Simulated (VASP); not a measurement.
# AlRu (Pm-3m) in VASP: settings compared

The runs below take AlRu through relaxation of cell and atoms, single point, with revPBE+D3(BJ), revPBE+D4, BLYP+D3(BJ), LDA+U.

Program: VASP 6.6.1. These are calculated values, not measurements. Logs are shortened: lines on timing, memory, paths and dates and some standing lists are left out, and cuts for length are marked.

## Step 1: The cell of the first run

Symmetry: Pm-3m, No. 221, cubic system. Conventional cell: a = 2.992 Å, b = 2.992 Å, c = 2.992 Å, α = 90.00°, β = 90.00°, γ = 90.00°. Within 3.4 Å of Ru (site symmetry m-3m) lie 8 Al at 2.59 Å and 6 Ru at 2.99 Å. Al (site symmetry m-3m) has 8 Ru at 2.59 Å and 6 Al at 2.99 Å within 3.4 Å.

## Step 2: Relaxation of cell and atoms, revPBE+D3(BJ)

INCAR reads:

```
SYSTEM = AlRu
ALGO = Normal ; EDIFF = 1E-6
EDIFFG = -0.01 ; ENCUT = 600
GGA = RE ; IBRION = 2
ISIF = 3 ; ISMEAR = -1
IVDW = 12 ; LASPH = .True.
LCHARG = .False. ; LREAL = .False.
LWAVE = .False. ; NELM = 100
NSW = 60 ; PREC = Accurate
SIGMA = 0.05
```

KPOINTS reads:

```
k-points
0
Gamma
  9 9 9
  0 0 0
```

POSCAR reads:

```
AlRu
1.0
    2.9916000000      0.0000000000      0.0000000000
    0.0000000000      2.9916000000      0.0000000000
    0.0000000000      0.0000000000      2.9916000000
Ru Al
1 1
Direct
    0.5000000000      0.5000000000      0.5000000000
    0.0000000000      0.0000000000      0.0000000000
```

Potentials or basis: VASP PAW PBE potentials, release 64 (Ru_pv, Al).

On the command line:

```bash
$ cat potpaw_PBE.64/Ru_pv/POTCAR potpaw_PBE.64/Al/POTCAR > POTCAR
$ mpirun -np 1 vasp_std > vasp.out
```

OUTCAR:

```text
SYSTEM = AlRu
   EDIFF = 1E-6
   EDIFFG = -0.01
   ENCUT = 600
   GGA = RE
   IBRION = 2
   ISIF = 3
   ISMEAR = -1
   IVDW = 12
   LASPH = .True.
   LREAL = .False.
   NELM = 100
   NSW = 60
   PREC = Accurate
 IVDW          = 12

 ion  position               nearest neighbor table
   1  0.500  0.500  0.500-   2 2.59   2 2.59   2 2.59   2 2.59   2 2.59   2 2.59   2 2.59   2 2.59

   2  0.000  0.000  0.000-   1 2.59   1 2.59   1 2.59   1 2.59   1 2.59   1 2.59   1 2.59   1 2.59

  LATTYP: Found a simple cubic cell.
 ALAT       =     2.9916000000

  Lattice vectors:

 A1 = (   2.9916000000,   0.0000000000,   0.0000000000)
 A2 = (   0.0000000000,   2.9916000000,   0.0000000000)
 A3 = (   0.0000000000,   0.0000000000,   2.9916000000)

Analysis of symmetry for initial positions (statically):
=====================================================================
 Subroutine PRICEL returns:
 Original cell was already a primitive cell.

 Routine SETGRP: Setting up the symmetry group for a
 simple cubic supercell.

 Subroutine GETGRP returns: Found 48 space group operations
[... 9 lines left out ...]

 Routine SETGRP: Setting up the symmetry group for a
 simple cubic supercell.

 Subroutine GETGRP returns: Found 48 space group operations
[... 11 lines left out ...]
                                     Primitive cell

  volume of cell :      26.7738

  direct lattice vectors                    reciprocal lattice vectors
     2.991600000  0.000000000  0.000000000     0.334269287  0.000000000  0.000000000
     0.000000000  2.991600000  0.000000000     0.000000000  0.334269287  0.000000000
     0.000000000  0.000000000  2.991600000     0.000000000  0.000000000  0.334269287

  length of vectors
     2.991600000  2.991600000  2.991600000     0.334269287  0.334269287  0.334269287

  position of ions in fractional coordinates (direct lattice)
     0.500000000  0.500000000  0.500000000
     0.000000000  0.000000000  0.000000000

  ion indices of the primitive-cell ions
   primitive index   ion index
                 1           1
                 2           2

----------------------------------------------------------------------------------------

 KPOINTS: k-points

Automatic generation of k-mesh.
 Grid dimensions read from file:
 generate k-points for:    9    9    9

 Generating k-lattice:

  Cartesian coordinates                     Fractional coordinates (reciprocal lattice)
     0.037141032  0.000000000  0.000000000     0.111111111  0.000000000  0.000000000
     0.000000000  0.037141032  0.000000000     0.000000000  0.111111111  0.000000000
     0.000000000  0.000000000  0.037141032     0.000000000  0.000000000  0.111111111

  Length of vectors
     0.037141032  0.037141032  0.037141032

  Shift w.r.t. Gamma in fractional coordinates (k-lattice)
[... 49 lines left out ...]
   LASPH  =      T    aspherical Exc in radial PAW
   ENCUT  =  600.0 eV  44.10 Ry    6.64 a.u.   5.97  5.97  5.97*2*pi/ulx,y,z
   NELM   =    100;   NELMIN=  2; NELMDL= -5     # of ELM steps
   EDIFF  = 0.1E-05   stopping-criterion for ELM
   LREAL  =      F    real-space projection
   EDIFFG = -.1E-01   stopping-criterion for IOM
   NSW    =     60    number of steps for IOM
   IBRION =      2    ionic relax: 0-MD 1-quasi-New 2-CG
   NFREE  =      1    steps in history (QN), initial steepest desc. (CG)
   ISIF   =      3    stress and relaxation
   ISYM   =      2    0-nonsym 1-usesym 2-fastsym
   POTIM  = 0.5000    time-step for ionic-motion
   TEBEG  =    0.0;   TEEND  =   0.0 temperature during run
   PSTRESS=    0.0 pullay stress
   NELECT =      17.0000    total number of electrons
   NUPDOWN=      -1.0000    fix difference up-down
   EMIN   =  10.00;   EMAX   =-10.00  energy-range for DOS
   EFERMI =   0.00;   METHOD = LEGACY
   ISMEAR =    -1;   SIGMA  =   0.05  broadening in eV -4-tet -1-fermi 0-gaus
   EFERMI_NEDOS =   21; number of points for ismear=-14 and -15
   IALGO  =     38    algorithm
   IMIX   =      4    mixing-type and parameters
     AMIX     =   0.40;   BMIX     =  1.00
     AMIX_MAG =   1.60;   BMIX_MAG =  1.00
  volume/ion in A,a.u.               =      13.39        90.34
  Fermi-wavevector in a.u.,A,eV,Ry     =   1.407087  2.659009 26.938090  1.979894
  Thomas-Fermi vector in A             =   2.529382
   LORBIT       =      0    0 simple, 1 ext, 2 COOP (PROOUT), +10 PAW based schemes
   GGA     = RE    functional components
   LHFCALC =     F    Hartree Fock is set to
   AEXX    =    0.0000 exact exchange contribution
   IVDW    =    12    specifies the selected vdW correction
   LEPSILON=     F    determine dielectric tensor
   LRPA    =     F    only Hartree local field effects (RPA)
 conjugate gradient relaxation of ions
 non-spin polarized calculation
  energy-cutoff  :      600.00
  volume of cell :       26.77
 maximum number of plane-waves:       922
 NGX is ok and might be reduce to    24
   NGX = 11   NGY = 11   NGZ = 11

--------------------------------------- Ionic step        1  -------------------------------------------

 number of electron      16.9999995 magnetization

 Free energy of the ion-electron system (eV)
  ---------------------------------------------------
  ext. energy  EPLUGINS =         0.00000000
  ---------------------------------------------------
  free energy    TOTEN  =       -13.54794962 eV

  energy without entropy =      -13.53246160  energy(sigma->0) =      -13.54020561

------------------------ aborting loop because EDIFF is reached ----------------------------------------

 Edisp (eV)   -1.95332

 E8    (eV) :    -1.3906
[... 71 lines left out ...]
--------------------------------------- Ionic step        3  -------------------------------------------

 number of electron      16.9999998 magnetization

 Free energy of the ion-electron system (eV)
  ---------------------------------------------------
  ext. energy  EPLUGINS =         0.00000000
  ---------------------------------------------------
  free energy    TOTEN  =       -13.49769100 eV

  energy without entropy =      -13.48290691  energy(sigma->0) =      -13.49029896

 E-fermi :  11.1881     XC(G=0): -12.6941

 val. band max:       11.1847255671   @ k =   0.4444   0.1111   0.1111
 cond. band min:      11.2573415746   @ k =   0.1111   0.1111   0.0000
 fundamental gap:      0.0726160076
 Fermi energy:        11.1881144658

 k-point     1 :       0.0000    0.0000    0.0000
  band No.  band energies     occupation
      1     -30.5321      2.00000
      2     -30.5321      2.00000
      3     -30.5321      2.00000
      4       1.4123      2.00000
      5       7.5113      2.00000
      6       7.5113      2.00000
      7      11.4401      0.01287
      8      11.4401      0.01287
      9      11.4401      0.01287
     10      17.5516      0.00000
     11      17.5516      0.00000
     12      17.5516      0.00000
[... 331 lines left out ...]
 k-point    24 :       0.4444    0.3333    0.1111
  band No.  band energies     occupation
      1     -30.7364      2.00000
      2     -30.6806      2.00000
      3     -30.5232      2.00000
      4       5.2872      2.00000
      5       7.3885      2.00000
      6       8.6505      2.00000
      7       9.2698      2.00000
      8      10.5027      2.00000
      9      10.9609      1.97898
     10      13.6170      0.00000
     11      17.6240      0.00000
     12      18.7595      0.00000

 [... further k-points ...]

------------------------ aborting loop because EDIFF is reached ----------------------------------------

 Edisp (eV)   -2.02523

 E8    (eV) :    -1.4423
[... 25 lines left out ...]
  FREE ENERGIE OF THE ION-ELECTRON SYSTEM (eV)
  ---------------------------------------------------
  free  energy   TOTEN  =       -15.5229198768 eV

  energy  without entropy=      -15.5081357915  energy(sigma->0) =      -15.51552783

 reached required accuracy - stopping structural energy minimisation
```

OSZICAR:

```text
N       E                     dE             d eps       ncg     rms          rms(c)
DAV:   1     0.128083666060E+03    0.12808E+03   -0.10407E+04   840   0.149E+03
DAV:   2    -0.117287843090E+02   -0.13981E+03   -0.13414E+03   884   0.373E+02
DAV:   3    -0.141773651638E+02   -0.24486E+01   -0.24013E+01   984   0.512E+01
DAV:   4    -0.141978041332E+02   -0.20439E-01   -0.20433E-01   964   0.481E+00
[... 24 lines left out ...]
DAV:   5    -0.134975878152E+02   -0.89822E-03   -0.43346E-03   928   0.765E-01    0.126E-01
DAV:   6    -0.134977053834E+02   -0.11757E-03   -0.64183E-04  1000   0.292E-01    0.340E-02
DAV:   7    -0.134976962952E+02    0.90882E-05   -0.15719E-04   924   0.142E-01    0.231E-02
DAV:   8    -0.134976908295E+02    0.54657E-05   -0.18020E-05   940   0.501E-02    0.346E-03
DAV:   9    -0.134976909989E+02   -0.16938E-06   -0.40104E-07   436   0.602E-03
   3 F= -.15522920E+02 E0= -.15515528E+02  d E =-.216521E-01
```

CONTCAR:

```text
AlRu
   1.00000000000000
     2.9575698402318786   -0.0000000000000000   -0.0000000000000000
     0.0000000000000000    2.9575698402318786    0.0000000000000000
    -0.0000000000000000    0.0000000000000000    2.9575698402318786
  Ru              Al
     1     1
Direct
     0.5000000000000000    0.5000000000000000    0.5000000000000000
     0.0000000000000000    0.0000000000000000    0.0000000000000000

  0.00000000E+00  0.00000000E+00  0.00000000E+00
  0.00000000E+00  0.00000000E+00  0.00000000E+00
```

It took 29 s on 1 thread of Intel Xeon 8259CL, shared host; peak memory 0.16 GiB.

Results:

- Free energy: -15.5229 eV
- Relaxed volume: 12.94 Å³/atom
- Relaxed cell: a = 2.958 Å, b = 2.958 Å, c = 2.958 Å, α = 90.00°, β = 90.00°, γ = 90.00°
- Space group after relaxing (to 0.05 Å): Pm-3m (No. 221)
- Energy gained by relaxing: 10.8 meV/atom
- Ionic steps: 3
- Pressure after relaxing: -0.1 GPa
- Dispersion energy per atom: -1.013 eV

Step by step:
| step | energy change (eV) | largest force (eV/Å) | pressure (GPa) | volume (Å³) |
| --- | --- | --- | --- | --- |
| 1 | 0.0000 | 0.0000 | -7.32 | 26.77 |
| 2 | 0.0364 | 0.0000 | 14.15 | 24.47 |
| 3 | -0.0217 | 0.0000 | -0.09 | 25.87 |

Final structure:
```xyz
2
Lattice="2.9576 0.0000 0.0000 0.0000 2.9576 0.0000 0.0000 0.0000 2.9576" Properties=species:S:1:pos:R:3 pbc="T T T"
Ru    1.4788    1.4788    1.4788
Al    0.0000    0.0000    0.0000
```

Caveat: the PAW data sets were made with another functional, which shifts forces and pressure a little; pairwise dispersion overbinds metals, which lowers pressure and volume.

[end of part 1 of 3]
